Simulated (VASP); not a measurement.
Input of a VASP 6.6.1 run:

The input INCAR:

```
PREC = Accurate
ENCUT = 600
EDIFF = 1E-6
ISMEAR = 0
SIGMA = 0.05
LREAL = False
LASPH = True
NELM = 200
ALGO = Normal
ISIF = 2
LWAVE = False
LCHARG = False
ISPIN = 2
MAGMOM = 4 0
LORBIT = 11
LMAXMIX = 6
LDAU = True
LDAUTYPE = 2
LDAUL = 3 -1
LDAUU = 8 0
LDAUJ = 0 0
LDAUPRINT = 1
GGA = PE
NBANDS = 22
GGA_COMPAT = False
```

KPOINTS

```
Automatic mesh
0
Gamma
  7 7 7
```

The input POSCAR:

```
PmO
1.0
    2.8401619400      0.0000000000      0.0000000000
    0.0000000000      2.8401619400      0.0000000000
    0.0000000000      0.0000000000      2.8401619400
Pm O
1 1
Direct
    0.0000000000      0.0000000000      0.0000000000
    0.5000000000      0.5000000000      0.5000000000
```

Potentials or basis: VASP PAW PBE potentials, release 64 (Pm, O).

Command:

```bash
$ cat potpaw_PBE.64/Pm/POTCAR potpaw_PBE.64/O/POTCAR > POTCAR
$ mpirun -np 1 vasp_std > vasp.out
```

Task: Estimate the site moments.

Result: Pm +4.69; O -0.07 μB.

Task: Estimate the net moment.

Result: 4.85 μB per cell.

Task: Predict the pressure.

Result: 53.8 GPa.

Eigenvalues of the final occupation matrices:
| site | spin | trace | eigenvalues |
| --- | --- | --- | --- |
| site 1 f | 1 | 4.48 | 0.02 0.50 0.50 0.50 0.99 0.99 0.99 |
| site 1 f | 2 | 0.04 | 0.00 0.00 0.00 0.01 0.01 0.01 0.01 |

Caveat: the magnetic or orbital state may not be the lowest; the cell stands under pressure; spin-orbit coupling is left out, which moves the levels of the heavy elements. The state reached can hang on the start; a lower one may exist.
